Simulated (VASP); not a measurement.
Here is a VASP 6.6.1 calculation.

The input POSCAR:

```
Ir
1.0
    0.0000000000      1.9388970000      1.9197000000
    1.9197000000      0.0000000000      1.9197000000
    1.9197000000      1.9388970000      0.0000000000
Ir
1
Direct
    0.0000000000      0.0000000000      0.0000000000
```

The input INCAR.step1:

```
SYSTEM = Ir
  PREC = Accurate
  ENCUT = 520
  ISMEAR = 0
  SIGMA = 0.15
  LREAL = .FALSE.
  LASPH = .TRUE.
  NELM = 60
  NBANDS = 10
  GGA = PE
  ALGO = Normal
  EDIFF = 1E-4
  LWAVE = .TRUE.
  LCHARG = .FALSE.
```

The input INCAR.step2:

```
SYSTEM = Ir
  PREC = Accurate
  ENCUT = 520
  EDIFF = 1E-6
  ISMEAR = 0
  SIGMA = 0.15
  LREAL = .FALSE.
  LASPH = .TRUE.
  NELM = 60
  ALGO = Normal
  ISIF = 2
  LWAVE = .FALSE.
  LCHARG = .FALSE.
  METAGGA = R2SCAN
  LMIXTAU = .TRUE.
  NBANDS = 10
  ISTART = 1
```

The input KPOINTS:

```
Automatic mesh
0
G
  22 22 22
  0 0 0
```

Potentials or basis: VASP PAW PBE potentials, release 64 (Ir).

Launch:

```console
$ cat potpaw_PBE.64/Ir/POTCAR > POTCAR
$ cp INCAR.step1 INCAR
$ mpirun -np 1 vasp_std > vasp.out
$ cp INCAR.step2 INCAR
$ mpirun -np 1 vasp_std > vasp.out
```

Question: What does it give for the pressure?

Answer: 0.3 GPa.

Question: Estimate the band gap on the k mesh.

Answer: Zero (an odd number of electrons rules out a gap without spin polarisation).

Stress tensor (GPa, compression positive):
```
 1.50  0.00  0.00
 0.00 -2.17  0.00
 0.00  0.00  1.50
```

Caveat: the cell differs from its parent crystal (strain +0.0100 x Voigt [0, 1, 0, 0, 0, 0]); the PAW data sets were made with another functional, which shifts forces and pressure a little; spin-orbit coupling is left out, which moves the levels of the heavy elements.
